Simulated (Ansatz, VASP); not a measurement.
## One calculation of Zr, two programs

File POSCAR:

```
Zr
1.0
    3.3217433485      0.0000000000      0.0000000000
   -1.6608716742      2.8767141246      0.0000000000
    0.0000000000      0.0000000000     10.6621230685
Zr
4
Direct
    0.0000000000      0.0000000000      0.0000000000
    0.0000000000      0.0000000000      0.5000000000
    0.3333333333      0.6666666667      0.2500000000
    0.6666666667      0.3333333333      0.7500000000
```

File INCAR.step1:

```
SYSTEM = Zr
  PREC = Accurate
  ENCUT = 520
  ISMEAR = -1
  SIGMA = 0.1
  LREAL = .FALSE.
  LASPH = .TRUE.
  NELM = 80
  NBANDS = 32
  GGA = PE
  ALGO = Normal
  EDIFF = 1E-4
  LWAVE = .TRUE.
  LCHARG = .FALSE.
```

INCAR.step2

```
SYSTEM = Zr
  PREC = Accurate
  ENCUT = 520
  EDIFF = 1E-7
  ISMEAR = -1
  SIGMA = 0.1
  LREAL = .FALSE.
  LASPH = .TRUE.
  NELM = 80
  ALGO = Normal
  ISIF = 2
  LWAVE = .FALSE.
  LCHARG = .TRUE.
  METAGGA = R2SCAN
  LMIXTAU = .TRUE.
  LELF = .TRUE.
  LVHAR = .TRUE.
  NBANDS = 32
  ISTART = 1
```

The input KPOINTS:

```
regular mesh
0
G
  13 13 4
  0 0 0
```

Input for Ansatz:

```yaml
crystal:
  lattice:
    - [3.3217433485, 0.0, 0.0]
    - [-1.6608716742, 2.8767141246, 0.0]
    - [0.0, 0.0, 10.6621230685]
  atoms:
    - { symbol: Zr, position: [0.0, 0.0, 0.0] }
    - { symbol: Zr, position: [0.0, 0.0, 0.5] }
    - { symbol: Zr, position: [0.3333333333, 0.6666666667, 0.25] }
    - { symbol: Zr, position: [0.6666666667, 0.3333333333, 0.75] }
hamiltonian:
  xc: r2scan
  pseudopotentials:
    kind: paw
    azcp:
      Zr: "pseudopotentials/Zr.paw.azcp"
basis:
  ecutwfc: 500
  fft_grid_basis: typed
kpoints:
  mp_grid: { grid: [13, 13, 4], shift: [0, 0, 0] }
magnetization:
  spin_polarized: false
scf:
  occupations: { method: fermi_dirac, width: 0.1 }
  lower_state_search: "off"
output:
  stress: true
  write_density: true
  write_potential: true
  elf: true
  volumetric_format: npy
```

Alike in both runs: task single point; functional r2SCAN; k mesh 13 × 13 × 4; occupations fermi-dirac, width 0.1 eV; no spin polarisation.

|  | VASP | Ansatz |
| --- | --- | --- |
| version | VASP 6.6.1 | Ansatz 0.2.0 |
| potentials or method | VASP PAW PBE potentials, release 64 (Zr_sv), cutoff 520 eV | plane waves (500 eV) with PAW, scalar-relativistic |
| valence electrons in the cell | 48 | 48 |

```csv
,VASP,Ansatz,Ansatz less VASP
pressure (GPa),-6.2,-6.2,0.00
"traceless stress, the component that is largest in VASP (GPa)",-0.21,-0.21,+0.005
```

VASP's potentials were made for PBE, not for r2SCAN.
